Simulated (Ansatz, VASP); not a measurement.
CuO: VASP beside Ansatz

```
Cu O
1.0
     1.99097   -2.15355    0.00000
     1.99097    2.15355    0.00000
     0.00000    0.00000    5.15593
Cu O
2 2
Direct
  0.50139 0.99208 0.99690
  0.99817 0.48870 0.49358
  0.49427 0.50718 0.25213
  0.50850 0.50044 0.74135
```

Change from the starting cell: atoms moved at random, drawn with an rms of 0.05 Å.

Alike in both runs: task single point; functional PBEsol; k mesh 9 × 9 × 5; occupations fermi-dirac, width 0.05 eV; no spin polarisation.

|  | VASP | Ansatz |
| --- | --- | --- |
| version | VASP 6.6.1 | Ansatz 0.2.0 |
| potentials or method | VASP PAW PBE potentials, release 64 (Cu, O), cutoff 520 eV | all-electron LAPW, scalar-relativistic |

Ansatz gave:

| Quantity | Value |
| --- | --- |
| gap on the k mesh at the Fermi level (eV) | none |
| pressure (GPa) | -5.8 |
| traceless stress, the component that is largest in VASP (GPa) | 1.47 |
| rms of the force components (eV/Å) | 0.266 |

Q: Estimate VASP's values.

A: gap on the k mesh at the Fermi level (eV): none; pressure (GPa): -5.1; traceless stress, the component that is largest in VASP (GPa): 1.27; rms of the force components (eV/Å): 0.273.

VASP's potentials were made for PBE, not for PBEsol. Atom by atom the forces differ by 0.007 eV/Å (rms over components). A gap of «none» marks a metal or a gap that the smearing closes. Ansatz ran all-electron here, and VASP with PAW potentials.
